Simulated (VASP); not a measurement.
# LiZn in VASP: notebook

The runs below take LiZn through single point, with LDA.

Everything below comes from runs of VASP 6.6.1. Logs are shortened: lines on timing, memory, paths and dates and some standing lists are left out, and cuts for length are marked.

### Step 1. The cell of the first run

The structure is tetragonal, space group I4_1/amd (No. 141). The conventional cell has a = 4.400 Å, b = 4.400 Å, c = 6.098 Å, α = 90.00°, β = 90.00°, γ = 90.00°. Within 3.5 Å of Li (site symmetry -4m2) lie 4 Li at 2.68 Å and 10 Zn at 2.68 to 3.11 Å. Zn (site symmetry -4m2) has 10 Li at 2.68 to 3.11 Å and 4 Zn at 2.68 Å within 3.5 Å.

### Step 2. Single point, LDA (zz strain of -2 %)

INCAR

```
SYSTEM = LiZn
PREC = Accurate
ENCUT = 520
EDIFF = 1E-6
ISMEAR = -1
SIGMA = 0.08
LREAL = .False.
LASPH = .True.
NELM = 80
ALGO = Normal
ISIF = 2
LWAVE = .False.
LCHARG = .False.
GGA = CA
NBANDS = 23
```

KPOINTS

```
regular mesh
0
Gamma
  9 9 9
  0 0 0
```

POSCAR

```
LiZn
1.0
    0.0000000000      3.1110000000      3.0487800000
    3.1110000000      0.0000000000      3.0487800000
    3.1110000000      3.1110000000      0.0000000000
Li Zn
2 2
Direct
    0.5000000000      0.5000000000      0.5000000000
    0.7500000000      0.7500000000      0.7500000000
    0.0000000000      0.0000000000      0.0000000000
    0.2500000000      0.2500000000      0.2500000000
```

Potentials or basis: VASP PAW LDA potentials, release 64 (Li_sv, Zn).

Command:

```console
$ cat potpaw_LDA.64/Li_sv/POTCAR potpaw_LDA.64/Zn/POTCAR > POTCAR
$ mpirun -np 1 vasp_std > vasp.out
```

OUTCAR:

```text
SYSTEM = LiZn
   PREC = Accurate
   ENCUT = 520
   EDIFF = 1E-6
   ISMEAR = -1
   LREAL = .False.
   LASPH = .True.
   NELM = 80
   ISIF = 2
   GGA = CA

 ion  position               nearest neighbor table
   1  0.500  0.500  0.500-   4 2.68   4 2.68   4 2.68   4 2.68
   2  0.750  0.750  0.750-   3 2.68   3 2.68   3 2.68   3 2.68
   3  0.000  0.000  0.000-   2 2.68   2 2.68   2 2.68   4 2.68   4 2.68   4 2.68   4 2.68   2 2.68

   4  0.250  0.250  0.250-   3 2.68   3 2.68   3 2.68   1 2.68   1 2.68   1 2.68   3 2.68   1 2.68

  LATTYP: Found a body centered tetragonal cell.
 ALAT       =     4.3996183925
 C/A-ratio  =     1.3859292911

  Lattice vectors:

 A1 = (   0.0000000000,  -3.1110000000,  -3.0487800000)
 A2 = (   0.0000000000,   3.1110000000,  -3.0487800000)
 A3 = (   3.1110000000,   0.0000000000,   3.0487800000)

Analysis of symmetry for initial positions (statically):
=====================================================================
 Subroutine PRICEL returns:
 Original cell was already a primitive cell.

 Routine SETGRP: Setting up the symmetry group for a
 body centered tetragonal supercell.

 Subroutine GETGRP returns: Found 16 space group operations
 (whereof  8 operations were pure point group operations)
 out of a pool of 16 trial point group operations.

The static configuration has the point symmetry D_2d.
 The point group associated with its full space group is D_4h.

Analysis of symmetry for dynamics (positions and initial velocities):
=====================================================================
 Subroutine PRICEL returns:
 Original cell was already a primitive cell.

 Routine SETGRP: Setting up the symmetry group for a
 body centered tetragonal supercell.

 Subroutine GETGRP returns: Found 16 space group operations
 (whereof  8 operations were pure point group operations)
 out of a pool of 16 trial point group operations.

The dynamic configuration has the point symmetry D_2d.
 The point group associated with its full space group is D_4h.

 Subroutine INISYM returns: Found 16 space group operations
 (whereof  8 operations are pure point group operations),
 and found     1 'primitive' translations

----------------------------------------------------------------------------------------

                                     Primitive cell

  volume of cell :      59.0141

  direct lattice vectors                    reciprocal lattice vectors
     0.000000000  3.111000000  3.048780000    -0.160720026  0.160720026  0.164000026
     3.111000000  0.000000000  3.048780000     0.160720026 -0.160720026  0.164000026
     3.111000000  3.111000000  0.000000000     0.160720026  0.160720026 -0.164000026

  length of vectors
     4.355844406  4.355844406  4.399618393     0.280281755  0.280281755  0.280281755

  position of ions in fractional coordinates (direct lattice)
     0.500000000  0.500000000  0.500000000
     0.750000000  0.750000000  0.750000000
     0.000000000  0.000000000  0.000000000
     0.250000000  0.250000000  0.250000000

  ion indices of the primitive-cell ions
   primitive index   ion index
                 1           1
                 2           2
                 3           3
                 4           4

----------------------------------------------------------------------------------------

 KPOINTS: regular mesh

Automatic generation of k-mesh.
 Grid dimensions read from file:
 generate k-points for:    9    9    9

 Generating k-lattice:

  Cartesian coordinates                     Fractional coordinates (reciprocal lattice)
    -0.017857781  0.017857781  0.018222225     0.111111111  0.000000000  0.000000000
     0.017857781 -0.017857781  0.018222225     0.000000000  0.111111111  0.000000000
     0.017857781  0.017857781 -0.018222225     0.000000000  0.000000000  0.111111111

  Length of vectors
     0.031142417  0.031142417  0.031142417

  Shift w.r.t. Gamma in fractional coordinates (k-lattice)
     0.000000000  0.000000000  0.000000000

 Subroutine IBZKPT returns following result:
 ===========================================

 Found     75 irreducible k-points:

 Following reciprocal coordinates:
            Coordinates               Weight
  0.000000  0.000000  0.000000      1.000000
  0.111111 -0.000000  0.000000      8.000000
  0.222222 -0.000000  0.000000      8.000000
  0.333333  0.000000  0.000000      8.000000
  0.444444 -0.000000  0.000000      8.000000
  0.111111  0.111111  0.000000      2.000000
[... 16 lines left out ...]
 -0.333333  0.333333  0.000000      4.000000
  0.444444  0.444444  0.000000      2.000000
 [... further k-points ...]
   k-points           NKPTS =     75   k-points in BZ     NKDIM =     75   number of bands    NBANDS=     23
   number of dos      NEDOS =    301   number of ions     NIONS =      4
   total plane-waves  NPLWV =  36864
   dimension x,y,z NGX =    32 NGY =   32 NGZ =   36
   dimension x,y,z NGXF=    64 NGYF=   64 NGZF=   72
   ions per type =               2   2
   NGX,Y,Z   is equivalent  to a cutoff of  12.21, 12.21, 13.60 a.u.
   NGXF,Y,Z  is equivalent  to a cutoff of  24.43, 24.43, 27.21 a.u.
 SYSTEM =  LiZn
   PREC   = accura    normal or accurate (medium, high low for compatibility)
   ISTART =      0    job   : 0-new  1-cont  2-samecut
   ICHARG =      2    charge: 1-file 2-atom 10-const
   ISPIN  =      1    spin polarized calculation?
   LNONCOLLINEAR =      F non collinear calculations
   LSORBIT =      F    spin-orbit coupling
   LASPH  =      T    aspherical Exc in radial PAW
   ENCUT  =  520.0 eV  38.22 Ry    6.18 a.u.   8.10  8.10  8.18*2*pi/ulx,y,z
   NELM   =     80;   NELMIN=  2; NELMDL= -5     # of ELM steps
   EDIFF  = 0.1E-05   stopping-criterion for ELM
   LREAL  =      F    real-space projection
[... 7 lines left out ...]
   TEBEG  =    0.0;   TEEND  =   0.0 temperature during run
   PSTRESS=    0.0 pullay stress
   NELECT =      30.0000    total number of electrons
   NUPDOWN=      -1.0000    fix difference up-down
   EMIN   =  10.00;   EMAX   =-10.00  energy-range for DOS
   EFERMI =   0.00;   METHOD = LEGACY
   ISMEAR =    -1;   SIGMA  =   0.08  broadening in eV -4-tet -1-fermi 0-gaus
   EFERMI_NEDOS =   21; number of points for ismear=-14 and -15
   IALGO  =     38    algorithm
   IMIX   =      4    mixing-type and parameters
     AMIX     =   0.40;   BMIX     =  1.00
     AMIX_MAG =   1.60;   BMIX_MAG =  1.00
  volume/ion in A,a.u.               =      14.75        99.56
  Fermi-wavevector in a.u.,A,eV,Ry     =   1.306562  2.469043 23.226548  1.707103
  Thomas-Fermi vector in A             =   2.437355
   LORBIT       =      0    0 simple, 1 ext, 2 COOP (PROOUT), +10 PAW based schemes
   GGA     = CA    functional components
   LHFCALC =     F    Hartree Fock is set to
   AEXX    =    0.0000 exact exchange contribution
   IVDW    =     0    specifies the selected vdW correction
   LEPSILON=     F    determine dielectric tensor
   LRPA    =     F    only Hartree local field effects (RPA)
 non-spin polarized calculation
  energy-cutoff  :      520.00
  volume of cell :       59.01
 maximum number of plane-waves:      1606
   NGX = 17   NGY = 17   NGZ = 17

 number of electron      29.9999997 magnetization

 Free energy of the ion-electron system (eV)
  ---------------------------------------------------
  ext. energy  EPLUGINS =         0.00000000
  ---------------------------------------------------
  free energy    TOTEN  =        -8.70620979 eV

  energy without entropy =       -8.68323163  energy(sigma->0) =       -8.69472071

 E-fermi :   1.9334     XC(G=0): -10.0747

 val. band max:        1.9030069735   @ k =   0.3333   0.1111   0.2222
 cond. band min:       1.9422328723   @ k =  -0.1111   0.2222   0.1111
 fundamental gap:      0.0392258988
 Fermi energy:         1.9334091599

 k-point     1 :       0.0000    0.0000    0.0000
  band No.  band energies     occupation
      1     -43.1059      2.00000
      2     -43.0483      2.00000
      3      -5.6816      2.00000
      4      -5.4420      2.00000
      5      -5.4324      2.00000
      6      -5.4324      2.00000
[... 15 lines left out ...]
     22       7.8132      0.00000
     23       8.3644      0.00000

 k-point     2 :       0.1111   -0.0000    0.0000
  band No.  band energies     occupation
      1     -43.1045      2.00000
      2     -43.0495      2.00000
      3      -5.5865      2.00000
      4      -5.4667      2.00000
      5      -5.4639      2.00000
      6      -5.4305      2.00000
[... 15 lines left out ...]
     22       7.9215      0.00000
     23       8.5247      0.00000

 k-point     3 :       0.2222   -0.0000    0.0000
  band No.  band energies     occupation
      1     -43.1009      2.00000
      2     -43.0531      2.00000
      3      -5.4846      2.00000
      4      -5.4792      2.00000
      5      -5.4392      2.00000
      6      -5.3766      2.00000
[... 15 lines left out ...]
     22       8.4864      0.00000
     23      10.0191      0.00000

 k-point     4 :       0.3333    0.0000    0.0000
  band No.  band energies     occupation
      1     -43.0960      2.00000
      2     -43.0579      2.00000
      3      -5.4802      2.00000
      4      -5.4713      2.00000
      5      -5.4230      2.00000
      6      -5.3470      2.00000
[... 15 lines left out ...]
     22       9.6311      0.00000
     23      11.3017      0.00000

 k-point     5 :       0.4444   -0.0000    0.0000
  band No.  band energies     occupation
      1     -43.0919      2.00000
      2     -43.0619      2.00000
      3      -5.4627      2.00000
      4      -5.4494      2.00000
      5      -5.4182      2.00000
      6      -5.3715      2.00000
[... 15 lines left out ...]
     22      11.4844      0.00000
     23      12.4680      0.00000

 k-point     6 :       0.1111    0.1111    0.0000
  band No.  band energies     occupation
      1     -43.1041      2.00000
      2     -43.0500      2.00000
      3      -5.5504      2.00000
      4      -5.4913      2.00000
      5      -5.4308      2.00000
      6      -5.4308      2.00000
[... 15 lines left out ...]
     22       8.1387      0.00000
     23       8.1387      0.00000

 k-point     7 :       0.2222    0.1111    0.0000
  band No.  band energies     occupation
      1     -43.1012      2.00000
      2     -43.0528      2.00000
      3      -5.5120      2.00000
      4      -5.4412      2.00000
      5      -5.4338      2.00000
      6      -5.3808      2.00000
[... 353 lines left out ...]
     22      12.7394      0.00000
     23      12.7396      0.00000

 k-point    21 :       0.4444    0.3333    0.0000
  band No.  band energies     occupation
      1     -43.0864      2.00000
      2     -43.0673      2.00000
      3      -5.5207      2.00000
      4      -5.4392      2.00000
      5      -5.4378      2.00000
      6      -5.3421      2.00000
[... 15 lines left out ...]
     22      13.3428      0.00000
     23      13.3760      0.00000

 k-point    22 :      -0.4444    0.3333    0.0000
  band No.  band energies     occupation
      1     -43.0823      2.00000
      2     -43.0713      2.00000
      3      -5.5264      2.00000
      4      -5.4545      2.00000
      5      -5.4323      2.00000
      6      -5.3119      2.00000
[... 15 lines left out ...]
     22      11.8169      0.00000
     23      12.7686      0.00000

 k-point    23 :      -0.3333    0.3333    0.0000
  band No.  band energies     occupation
      1     -43.0840      2.00000
      2     -43.0696      2.00000
      3      -5.5286      2.00000
      4      -5.4765      2.00000
      5      -5.4111      2.00000
      6      -5.2753      2.00000
[... 15 lines left out ...]
     22      10.9107      0.00000
     23      11.9492      0.00000

 k-point    24 :       0.4444    0.4444    0.0000
  band No.  band energies     occupation
      1     -43.0818      2.00000
      2     -43.0718      2.00000
      3      -5.4881      2.00000
      4      -5.4378      2.00000
      5      -5.4378      2.00000
      6      -5.4120      2.00000
[... 15 lines left out ...]
     22      13.0421      0.00000
     23      14.0998      0.00000

 [... further k-points ...]

------------------------ aborting loop because EDIFF is reached ----------------------------------------

  FORCE on cell =-STRESS in cart. coord.  units (eV):
  Direction    XX          YY          ZZ          XY          YZ          ZX
  --------------------------------------------------------------------------------------
  -------------------------------------------------------------------------------------
  Total       -1.8812037     -1.8812037     -1.6653215      0.0000000     -0.0000000      0.0000000
  in kB      -51.0728746    -51.0728746    -45.2118813      0.0000000     -0.0000000      0.0000000
  external PRESSURE =     -49.1192102 kB  Pullay stress =       0.0000000 kB

 VOLUME and BASIS-vectors are now :
 -----------------------------------------------------------------------------
  energy-cutoff  :      520.00
  volume of cell :       59.01
      direct lattice vectors                 reciprocal lattice vectors
     0.000000000  3.111000000  3.048780000    -0.160720026  0.160720026  0.164000026
     3.111000000  0.000000000  3.048780000     0.160720026 -0.160720026  0.164000026
     3.111000000  3.111000000  0.000000000     0.160720026  0.160720026 -0.164000026

 POSITION                                       TOTAL-FORCE (eV/Angst)
 -----------------------------------------------------------------------------------
      3.11100      3.11100      3.04878         0.000000      0.000000      0.000000
      4.66650      4.66650      4.57317        -0.000000     -0.000000      0.000000
      0.00000      0.00000      0.00000         0.000000      0.000000     -0.000000
      1.55550      1.55550      1.52439        -0.000000     -0.000000      0.000000
 -----------------------------------------------------------------------------------
    total drift:                               -0.000000      0.000000      0.000000

  FREE ENERGIE OF THE ION-ELECTRON SYSTEM (eV)
  ---------------------------------------------------
  free  energy   TOTEN  =        -8.7062097934 eV

  energy  without entropy=       -8.6832316287  energy(sigma->0) =       -8.69472071
```

Run time: 54 s. Hardware: 1 thread of AMD EPYC 9R45 (Zen 5), shared host; peak memory 0.18 GiB.

Results:

- Free energy: -8.7062 eV
- Band gap on the k mesh: zero (band 15 reaches 5.39 eV, above the bottom of band 16 at 0.82 eV)

Caveat: the cell differs from its parent crystal (zz strain of -2 %); the cutoff is under 1.25 times the usual one of these potentials, so pressure, stress and relaxed cells hold a basis-set (Pulay) error.

(Part 1 of 3 ends here.)
